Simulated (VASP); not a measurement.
# CFH3 in VASP: single point with PBE

Aim: the single point of CFH3 with PBE.

All numbers are computed with VASP 6.6.1; they aren't measurements. Logs are shortened: lines on timing, memory, paths and dates and some standing lists are left out, and cuts for length are marked.

**1. The cell of the first run**

The cell holds a molecule in a box, 5 atoms: a = 12.000 Å, b = 11.000 Å, c = 11.000 Å, α = 90.00°, β = 90.00°, γ = 90.00°.

**2. Single point, PBE (last atom moved by 0.04 Å along z)**

INCAR

```
SYSTEM = H3CF
ALGO = Normal
EDIFF = 1E-6
EFERMI = MIDGAP
ENCUT = 720
GGA = PE
GGA_COMPAT = .False.
ISIF = 0
ISMEAR = 0
LASPH = .True.
LCHARG = .False.
LREAL = .False.
LWAVE = .False.
NELM = 120
PREC = Accurate
SIGMA = 0.03
```

KPOINTS

```
k-points
0
Gamma
  1 1 1
```

POSCAR

```
H3CF
1.0
   12.0000000000      0.0000000000      0.0000000000
    0.0000000000     11.0000000000      0.0000000000
    0.0000000000      0.0000000000     11.0000000000
C F H
1 1 3
Direct
    0.4895500000      0.5010136400      0.4938590900
    0.5849500000      0.4334318200      0.4778227300
    0.4172166700      0.4410318200      0.4878772700
    0.4850416700      0.5703863600      0.4229681800
    0.4921250000      0.5442500000      0.5868500000
```

Potentials or basis: VASP PAW PBE potentials, release 64 (C, F, H).

Run with:

```sh
cat potpaw_PBE.64/C/POTCAR potpaw_PBE.64/F/POTCAR potpaw_PBE.64/H/POTCAR > POTCAR
mpirun -np 1 vasp_gam > vasp.out
```

OUTCAR:

```text
SYSTEM = H3CF
   EDIFF = 1E-6
   EFERMI = MIDGAP
   ENCUT = 720
   GGA = PE
   ISIF = 0
   ISMEAR = 0
   LASPH = .True.
   LREAL = .False.
   NELM = 120
   PREC = Accurate

 ion  position               nearest neighbor table
   1  0.490  0.501  0.494-   3 1.09   4 1.09   5 1.13   2 1.38
   2  0.585  0.433  0.478-   1 1.38
   3  0.417  0.441  0.488-   1 1.09
   4  0.485  0.570  0.423-   1 1.09
   5  0.492  0.544  0.587-   1 1.13

  LATTYP: Found a simple tetragonal cell.
 ALAT       =    11.0000000000
 C/A-ratio  =     1.0909090909

  Lattice vectors:

 A1 = (   0.0000000000,  11.0000000000,   0.0000000000)
 A2 = (   0.0000000000,   0.0000000000,  11.0000000000)
 A3 = (  12.0000000000,   0.0000000000,   0.0000000000)

Analysis of symmetry for initial positions (statically):
=====================================================================
 Subroutine PRICEL returns:
 Original cell was already a primitive cell.

 Routine SETGRP: Setting up the symmetry group for a
 simple tetragonal supercell.

 Subroutine GETGRP returns: Found  1 space group operations
 (whereof  1 operations were pure point group operations)
 out of a pool of 16 trial point group operations.

The static configuration has the point symmetry C_1 .

Analysis of symmetry for dynamics (positions and initial velocities):
=====================================================================
 Subroutine PRICEL returns:
 Original cell was already a primitive cell.

 Routine SETGRP: Setting up the symmetry group for a
 simple tetragonal supercell.

 Subroutine GETGRP returns: Found  1 space group operations
 (whereof  1 operations were pure point group operations)
 out of a pool of 16 trial point group operations.

The dynamic configuration has the point symmetry C_1 .

 Subroutine INISYM returns: Found  1 space group operations
 (whereof  1 operations are pure point group operations),
 and found     1 'primitive' translations

----------------------------------------------------------------------------------------

                                     Primitive cell

  volume of cell :    1452.0000

  direct lattice vectors                    reciprocal lattice vectors
    12.000000000  0.000000000  0.000000000     0.083333333  0.000000000  0.000000000
     0.000000000 11.000000000  0.000000000     0.000000000  0.090909091  0.000000000
     0.000000000  0.000000000 11.000000000     0.000000000  0.000000000  0.090909091

  length of vectors
    12.000000000 11.000000000 11.000000000     0.083333333  0.090909091  0.090909091

  position of ions in fractional coordinates (direct lattice)
     0.489550000  0.501013640  0.493859090
     0.584950000  0.433431820  0.477822730
     0.417216670  0.441031820  0.487877270
     0.485041670  0.570386360  0.422968180
     0.492125000  0.544250000  0.586850000

  ion indices of the primitive-cell ions
   primitive index   ion index
                 1           1
                 2           2
                 3           3
                 4           4
                 5           5

----------------------------------------------------------------------------------------

 KPOINTS: k-points

Automatic generation of k-mesh.
 Grid dimensions read from file:
 generate k-points for:    1    1    1

 Generating k-lattice:

  Cartesian coordinates                     Fractional coordinates (reciprocal lattice)
     0.083333333  0.000000000  0.000000000     1.000000000  0.000000000  0.000000000
     0.000000000  0.090909091  0.000000000     0.000000000  1.000000000  0.000000000
     0.000000000  0.000000000  0.090909091     0.000000000  0.000000000  1.000000000

  Length of vectors
     0.083333333  0.090909091  0.090909091

  Shift w.r.t. Gamma in fractional coordinates (k-lattice)
     0.000000000  0.000000000  0.000000000

 Subroutine IBZKPT returns following result:
 ===========================================

 Found      1 irreducible k-points:

 Following reciprocal coordinates:
            Coordinates               Weight
  0.000000  0.000000  0.000000      1.000000
   k-points           NKPTS =      1   k-points in BZ     NKDIM =      1   number of bands    NBANDS=     11
   number of dos      NEDOS =    301   number of ions     NIONS =      5
   total plane-waves  NPLWV = 995328
   dimension x,y,z NGX =   108 NGY =   96 NGZ =   96
   dimension x,y,z NGXF=   216 NGYF=  192 NGZF=  192
   ions per type =               1   1   3
   NGX,Y,Z   is equivalent  to a cutoff of  14.96, 14.51, 14.51 a.u.
   NGXF,Y,Z  is equivalent  to a cutoff of  29.92, 29.02, 29.02 a.u.
 SYSTEM =  H3CF
   PREC   = accura    normal or accurate (medium, high low for compatibility)
   ISTART =      0    job   : 0-new  1-cont  2-samecut
   ICHARG =      2    charge: 1-file 2-atom 10-const
   ISPIN  =      1    spin polarized calculation?
   LNONCOLLINEAR =      F non collinear calculations
   LSORBIT =      F    spin-orbit coupling
   LASPH  =      T    aspherical Exc in radial PAW
   ENCUT  =  720.0 eV  52.92 Ry    7.27 a.u.  26.25 24.07 24.07*2*pi/ulx,y,z
   NELM   =    120;   NELMIN=  2; NELMDL= -5     # of ELM steps
   EDIFF  = 0.1E-05   stopping-criterion for ELM
   LREAL  =      F    real-space projection
   EDIFFG = 0.1E-04   stopping-criterion for IOM
   NSW    =      0    number of steps for IOM
   IBRION =     -1    ionic relax: 0-MD 1-quasi-New 2-CG
   NFREE  =      0    steps in history (QN), initial steepest desc. (CG)
   ISIF   =      0    stress and relaxation
   ISYM   =      2    0-nonsym 1-usesym 2-fastsym
   POTIM  = 0.5000    time-step for ionic-motion
   TEBEG  =    0.0;   TEEND  =   0.0 temperature during run

   SCALEE = 1.0000    scale energy and forces
   PSTRESS=    0.0 pullay stress
   NELECT =      14.0000    total number of electrons
   NUPDOWN=      -1.0000    fix difference up-down
   EMIN   =  10.00;   EMAX   =-10.00  energy-range for DOS
   EFERMI =   0.00;   METHOD = MIDGAP
   ISMEAR =     0;   SIGMA  =   0.03  broadening in eV -4-tet -1-fermi 0-gaus
   EFERMI_NEDOS =   21; number of points for ismear=-14 and -15
   IALGO  =     38    algorithm
   IMIX   =      4    mixing-type and parameters
     AMIX     =   0.40;   BMIX     =  1.00
     AMIX_MAG =   1.60;   BMIX_MAG =  1.00
  volume/ion in A,a.u.               =     290.40      1959.72
  Fermi-wavevector in a.u.,A,eV,Ry     =   0.348441  0.658457  1.651894  0.121411
  Thomas-Fermi vector in A             =   1.258688
   LORBIT       =      0    0 simple, 1 ext, 2 COOP (PROOUT), +10 PAW based schemes
   GGA     = PE    functional components
   LHFCALC =     F    Hartree Fock is set to
   AEXX    =    0.0000 exact exchange contribution
   IVDW    =     0    specifies the selected vdW correction
   LEPSILON=     F    determine dielectric tensor
   LRPA    =     F    only Hartree local field effects (RPA)

   CSHIFT  =0.1000    complex shift for real part using Kramers Kronig

   OMEGAMAX=  -1.0    maximum frequency
 non-spin polarized calculation
 Gauss-broadening in eV      SIGMA  =   0.03
  energy-cutoff  :      720.00
  volume of cell :     1452.00
 maximum number of plane-waves:     31845
 NGX is ok and might be reduce to   108
   NGX = 53   NGY = 49   NGZ = 49

 number of electron      14.0000001 magnetization

 Free energy of the ion-electron system (eV)
  ---------------------------------------------------
  ext. energy  EPLUGINS =         0.00000000
  ---------------------------------------------------
  free energy    TOTEN  =       -23.95393482 eV

  energy without entropy =      -23.95393482  energy(sigma->0) =      -23.95393482

 E-fermi :  -4.1767     XC(G=0):  -0.5362

 val. band max:       -7.8862449516   @ k =   0.0000   0.0000   0.0000
 cond. band min:      -0.4671352698   @ k =   0.0000   0.0000   0.0000
 fundamental gap:      7.4191096817
 Fermi energy:        -4.1766901107

 k-point     1 :       0.0000    0.0000    0.0000
  band No.  band energies     occupation
      1     -29.8367      2.00000
      2     -17.0864      2.00000
      3     -11.9058      2.00000
      4     -11.5888      2.00000
      5     -11.4961      2.00000
      6      -7.9373      2.00000
      7      -7.8862      2.00000
      8      -0.4671      0.00000
      9       0.2077      0.00000
     10       0.6438      0.00000
     11       0.7402      0.00000

------------------------ aborting loop because EDIFF is reached ----------------------------------------

 VOLUME and BASIS-vectors are now :
 -----------------------------------------------------------------------------
  energy-cutoff  :      720.00
  volume of cell :     1452.00
      direct lattice vectors                 reciprocal lattice vectors
    12.000000000  0.000000000  0.000000000     0.083333333  0.000000000  0.000000000
     0.000000000 11.000000000  0.000000000     0.000000000  0.090909091  0.000000000
     0.000000000  0.000000000 11.000000000     0.000000000  0.000000000  0.090909091

 POSITION                                       TOTAL-FORCE (eV/Angst)
 -----------------------------------------------------------------------------------
      5.87460      5.51115      5.43245        -0.533764      0.711973      1.017359
      7.01940      4.76775      5.25605         0.800889     -0.521199     -0.138183
      5.00660      4.85135      5.36665        -0.200865     -0.134346     -0.008094
      5.82050      6.27425      4.65265        -0.014388      0.208818     -0.093886
      5.90550      5.98675      6.45535        -0.051874     -0.265246     -0.777196
 -----------------------------------------------------------------------------------
    total drift:                                0.000404     -0.000106      0.000218

  FREE ENERGIE OF THE ION-ELECTRON SYSTEM (eV)
  ---------------------------------------------------
  free  energy   TOTEN  =       -23.9539348153 eV

  energy  without entropy=      -23.9539348153  energy(sigma->0) =      -23.95393482
```

Wall time 1.7 min (1 thread of Intel Xeon Platinum 8488C (Sapphire Rapids), shared host); peak memory 1.5 GiB.

What came out:

```yaml
Free_energy: -23.9539 eV
Largest_force: 1.352 eV/Å
Gap_between_the_frontier_levels: 7.42 eV
```

Forces in eV/Å, atoms in the order of the input:
```
C   -0.534  0.712  1.017
F    0.801 -0.521 -0.138
H   -0.201 -0.134 -0.008
H   -0.014  0.209 -0.094
H   -0.052 -0.265 -0.777
```

Levels at points of the mesh, in eV from the valence-band top:
```
           k point  band 3  band 4  band 5  band 6  band 7  band 8  band 9  band 10  band 11
(0.00, 0.00, 0.00)   -4.02   -3.70   -3.61   -0.05    0.00    7.42    8.09     8.53     8.63
```

Caveat: the cell differs from its parent crystal (last atom moved by 0.04 Å along z).
